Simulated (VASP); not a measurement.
# AgBr (Fm-3m) in VASP: phonons with r2SCAN

Aim: the phonons of AgBr with r2SCAN.

Program: VASP 6.6.1. These are calculated values, not measurements. Logs are shortened: lines on timing, memory, paths and dates and some standing lists are left out, and cuts for length are marked.

## Step 1: The cell of the first run

Symmetry: Fm-3m, No. 225, cubic system. Conventional cell: a = 5.883 Å, b = 5.883 Å, c = 5.883 Å, α = 90.00°, β = 90.00°, γ = 90.00°. Within 3.9 Å of Ag (site symmetry m-3m) lie 6 Br at 2.94 Å. Br (site symmetry m-3m) has 6 Ag at 2.94 Å within 3.9 Å.

## Step 2: Phonons, r2SCAN

INCAR reads:

```
PREC = Accurate ; ENCUT = 550
EDIFF = 1E-8 ; ISMEAR = 0
SIGMA = 0.01 ; LREAL = F
LASPH = T ; NELM = 120
ALGO = Normal ; ISIF = 2
LWAVE = F ; LCHARG = T
METAGGA = R2SCAN ; LMIXTAU = T
NBANDS = 16 ; IBRION = 6
NFREE = 2 ; POTIM = 0.015
NSW = 1 ; GGA_COMPAT = F
```

KPOINTS reads:

```
Automatic mesh
0
Gamma
  8 8 8
```

POSCAR reads:

```
AgBr
1.0
    2.9412737835      2.9412737835      0.0000000000
   -2.9412737835      2.9412737835      0.0000000000
    0.0000000000      2.9412737835      2.9412737835
Ag Br
1 1
Direct
    0.0000000000      0.0000000000      0.0000000000
    0.5000000000      0.5000000000      0.0000000000
```

Potentials or basis: VASP PAW PBE potentials, release 64 (Ag, Br).

Launch:

```bash
$ cat potpaw_PBE.64/Ag/POTCAR potpaw_PBE.64/Br/POTCAR > POTCAR
$ mpirun -np 1 vasp_std > vasp.out
```

OUTCAR:

```text
PREC = Accurate
   ENCUT = 550
   EDIFF = 1E-8
   ISMEAR = 0
   LREAL = F
   LASPH = T
   NELM = 120
   ISIF = 2
   METAGGA = R2SCAN
   IBRION = 6
   NFREE = 2
   POTIM = 0.015
   NSW = 1

 ion  position               nearest neighbor table
   1  0.000  0.000  0.000-   2 2.94   2 2.94   2 2.94   2 2.94   2 2.94   2 2.94
   2  0.500  0.500  0.000-   1 2.94   1 2.94   1 2.94   1 2.94   1 2.94   1 2.94

  LATTYP: Found a face centered cubic cell.
 ALAT       =     5.8825475670

  Lattice vectors:

 A1 = (   0.0000000000,   2.9412737835,   2.9412737835)
 A2 = (   2.9412737835,   0.0000000000,   2.9412737835)
 A3 = (   2.9412737835,   2.9412737835,   0.0000000000)

Analysis of symmetry for initial positions (statically):
=====================================================================
 Subroutine PRICEL returns:
 Original cell was already a primitive cell.

 Routine SETGRP: Setting up the symmetry group for a
 face centered cubic supercell.

 Subroutine GETGRP returns: Found 48 space group operations
 (whereof 48 operations were pure point group operations)
 out of a pool of 48 trial point group operations.

The static configuration has the point symmetry O_h .

Analysis of symmetry for dynamics (positions and initial velocities):
=====================================================================
 Subroutine PRICEL returns:
 Original cell was already a primitive cell.

 Routine SETGRP: Setting up the symmetry group for a
 face centered cubic supercell.

 Subroutine GETGRP returns: Found 48 space group operations
 (whereof 48 operations were pure point group operations)
 out of a pool of 48 trial point group operations.

The dynamic configuration has the point symmetry O_h .

 Subroutine INISYM returns: Found 48 space group operations
 (whereof 48 operations are pure point group operations),
 and found     1 'primitive' translations

----------------------------------------------------------------------------------------

                                     Primitive cell

  volume of cell :      50.8905

  direct lattice vectors                    reciprocal lattice vectors
     2.941273783  2.941273783  0.000000000     0.169994375  0.169994375 -0.169994375
    -2.941273783  2.941273783  0.000000000    -0.169994375  0.169994375 -0.169994375
     0.000000000  2.941273783  2.941273783     0.000000000  0.000000000  0.339988751

  length of vectors
     4.159589275  4.159589275  4.159589275     0.294438895  0.294438895  0.339988751

  position of ions in fractional coordinates (direct lattice)
     0.000000000  0.000000000  0.000000000
     0.500000000  0.500000000  0.000000000

  ion indices of the primitive-cell ions
   primitive index   ion index
                 1           1
                 2           2

----------------------------------------------------------------------------------------

 KPOINTS: Automatic mesh

Automatic generation of k-mesh.
 Grid dimensions read from file:
 generate k-points for:    8    8    8

 Generating k-lattice:

  Cartesian coordinates                     Fractional coordinates (reciprocal lattice)
     0.021249297  0.021249297 -0.021249297     0.125000000  0.000000000  0.000000000
    -0.021249297  0.021249297 -0.021249297     0.000000000  0.125000000  0.000000000
     0.000000000  0.000000000  0.042498594     0.000000000  0.000000000  0.125000000
[... 53 lines left out ...]
   LSORBIT =      F    spin-orbit coupling
   LASPH  =      T    aspherical Exc in radial PAW
   ENCUT  =  550.0 eV  40.42 Ry    6.36 a.u.   7.95  7.95  7.95*2*pi/ulx,y,z
   NELM   =    120;   NELMIN=  2; NELMDL= -5     # of ELM steps
   EDIFF  = 0.1E-07   stopping-criterion for ELM
   LREAL  =      F    real-space projection
   EDIFFG = 0.1E-06   stopping-criterion for IOM
   NSW    =     61    number of steps for IOM
   IBRION =      6    ionic relax: 0-MD 1-quasi-New 2-CG
   NFREE  =      2    steps in history (QN), initial steepest desc. (CG)
   ISIF   =      2    stress and relaxation
   ISYM   =      2    0-nonsym 1-usesym 2-fastsym
   POTIM  = 0.0150    time-step for ionic-motion
   TEBEG  =    0.0;   TEEND  =   0.0 temperature during run
   PSTRESS=    0.0 pullay stress
   NELECT =      18.0000    total number of electrons
   NUPDOWN=      -1.0000    fix difference up-down
   EMIN   =  10.00;   EMAX   =-10.00  energy-range for DOS
   EFERMI =   0.00;   METHOD = LEGACY
   ISMEAR =     0;   SIGMA  =   0.01  broadening in eV -4-tet -1-fermi 0-gaus
   EFERMI_NEDOS =   21; number of points for ismear=-14 and -15
   IALGO  =     38    algorithm
   IMIX   =      4    mixing-type and parameters
     AMIX     =   0.40;   BMIX     =  1.00
     AMIX_MAG =   1.60;   BMIX_MAG =  1.00
  volume/ion in A,a.u.               =      25.45       171.71
  Fermi-wavevector in a.u.,A,eV,Ry     =   1.157764  2.187858 18.237502  1.340419
  Thomas-Fermi vector in A             =   2.294373
   LORBIT       =      0    0 simple, 1 ext, 2 COOP (PROOUT), +10 PAW based schemes
   METAGGA = R2SCAN    functional components
   LHFCALC =     F    Hartree Fock is set to
   AEXX    =    0.0000 exact exchange contribution
   IVDW    =     0    specifies the selected vdW correction
   LEPSILON=     F    determine dielectric tensor
   LRPA    =     F    only Hartree local field effects (RPA)
 finite differences with symmetry
 non-spin polarized calculation
 Gauss-broadening in eV      SIGMA  =   0.01
  energy-cutoff  :      550.00
  volume of cell :       50.89
 maximum number of plane-waves:      1524
   NGX = 15   NGY = 15   NGZ = 15

--------------------------------------- Ionic step        1  -------------------------------------------

 number of electron      18.0000002 magnetization

 Free energy of the ion-electron system (eV)
  ---------------------------------------------------
  ext. energy  EPLUGINS =         0.00000000
  ---------------------------------------------------
  free energy    TOTEN  =       -35.49790158 eV

  energy without entropy =      -35.49790158  energy(sigma->0) =      -35.49790158

------------------------ aborting loop because EDIFF is reached ----------------------------------------

  FORCE on cell =-STRESS in cart. coord.  units (eV):
  Direction    XX          YY          ZZ          XY          YZ          ZX
  --------------------------------------------------------------------------------------
  -------------------------------------------------------------------------------------
  Total       -0.6524784     -0.6524784     -0.6524784      0.0000000     -0.0000000      0.0000000
  in kB      -20.5418875    -20.5418875    -20.5418875      0.0000000     -0.0000000      0.0000000
  external PRESSURE =     -20.5418875 kB  Pullay stress =       0.0000000 kB
[... 131 lines left out ...]
--------------------------------------- Ionic step        5  -------------------------------------------

 number of electron      18.0000003 magnetization

 Free energy of the ion-electron system (eV)
  ---------------------------------------------------
  ext. energy  EPLUGINS =         0.00000000
  ---------------------------------------------------
  free energy    TOTEN  =       -35.49782641 eV

  energy without entropy =      -35.49782641  energy(sigma->0) =      -35.49782641

 E-fermi :   2.5787     XC(G=0):  -9.9786

 val. band max:        2.4424255770   @ k =   0.5000   0.0000   0.0000
 cond. band min:       3.6960440661   @ k =   0.0000   0.0000   0.0000
 fundamental gap:      1.2536184891
 Fermi energy:         2.5786671786

 k-point     1 :       0.0000    0.0000    0.0000
  band No.  band energies     occupation
      1     -12.6947      2.00000
      2      -0.0436      2.00000
      3      -0.0436      2.00000
      4      -0.0425      2.00000
      5      -0.0374      2.00000
      6      -0.0340      2.00000
[... 433 lines left out ...]
      3      -1.2509      2.00000
      4      -1.2364      2.00000
      5       0.1666      2.00000
      6       0.2126      2.00000
[... 8 lines left out ...]
     15      15.5181      0.00000
     16      17.2588      0.00000

 [... further k-points ...]

------------------------ aborting loop because EDIFF is reached ----------------------------------------

  FORCE on cell =-STRESS in cart. coord.  units (eV):
  Direction    XX          YY          ZZ          XY          YZ          ZX
  --------------------------------------------------------------------------------------
  -------------------------------------------------------------------------------------
  Total       -0.6502060     -0.6525108     -0.6525108      0.0000000     -0.0000000      0.0000000
  in kB      -20.4703454    -20.5429086    -20.5429086      0.0000000     -0.0000000      0.0000000
  external PRESSURE =     -20.5187208 kB  Pullay stress =       0.0000000 kB
[... 17 lines left out ...]
  FREE ENERGIE OF THE ION-ELECTRON SYSTEM (eV)
  ---------------------------------------------------
  free  energy   TOTEN  =       -35.4978264061 eV

  energy  without entropy=      -35.4978264061  energy(sigma->0) =      -35.49782641

 INTERNAL STRAIN TENSORS FROM DISPLACED ATOMS
 ============================================

 INTERNAL STRAIN TENSOR FOR ION    1 for displacements in x,y,z  (eV/Angst):
          X           Y           Z          XY          YZ          ZX
  --------------------------------------------------------------------------------
  x     0.00000     0.00000     0.00000     0.00000     0.00000     0.00000
  y     0.00000     0.00000     0.00000     0.00000     0.00000     0.00000
  z     0.00000     0.00000     0.00000     0.00000     0.00000     0.00000

 INTERNAL STRAIN TENSOR FOR ION    2 for displacements in x,y,z  (eV/Angst):
          X           Y           Z          XY          YZ          ZX
  --------------------------------------------------------------------------------
  x     0.00000     0.00000     0.00000     0.00000     0.00000     0.00000
  y     0.00000     0.00000     0.00000     0.00000     0.00000     0.00000
  z     0.00000     0.00000     0.00000     0.00000     0.00000     0.00000

 Eigenvectors and eigenvalues of the dynamical matrix
 ----------------------------------------------------

   1 f  =    1.943324 THz    12.210267 2PiTHz   64.822322 cm-1     8.036940 meV
             X         Y         Z           dx          dy          dz
      0.000000  0.000000  0.000000     0.654858   -0.000000   -0.000000
      0.000000  2.941274  0.000000    -0.755752   -0.000000    0.000000
[... 21 lines left out ...]
   6 f/i=    0.006485 THz     0.040746 2PiTHz    0.216313 cm-1     0.026819 meV
             X         Y         Z           dx          dy          dz
      0.000000  0.000000  0.000000     0.755720    0.006966    0.000000
      0.000000  2.941274  0.000000     0.654830    0.006036    0.000000

 ELASTIC MODULI CONTR FROM IONIC RELAXATION (kBar)
 Direction    XX          YY          ZZ          XY          YZ          ZX
 --------------------------------------------------------------------------------
 XX           0.0000      0.0000      0.0000      0.0000      0.0000      0.0000
 YY           0.0000      0.0000      0.0000      0.0000      0.0000      0.0000
 ZZ           0.0000      0.0000      0.0000      0.0000      0.0000      0.0000
 XY           0.0000      0.0000      0.0000      0.0000      0.0000      0.0000
 YZ           0.0000      0.0000      0.0000      0.0000      0.0000      0.0000
 ZX           0.0000      0.0000      0.0000      0.0000      0.0000      0.0000
 --------------------------------------------------------------------------------
```

It took 6.3 min on 1 thread of Intel Xeon Platinum 8375C at 2.90GHz (Ice Lake), shared host; peak memory 0.25 GiB.

Results:

```yaml
Highest_phonon_frequency_at_Γ_LO-TO_splitting_left_out: 65 cm⁻¹
```

Phonon frequencies in cm⁻¹ (negative: imaginary):
| q point | frequencies |
| --- | --- |
| (0.000, 0.000, 0.000) | 0 0 0 65 65 65 |

Caveat: the cell stands under pressure or tension, which shifts response properties; the PAW data sets were made with another functional, which shifts forces and pressure a little.
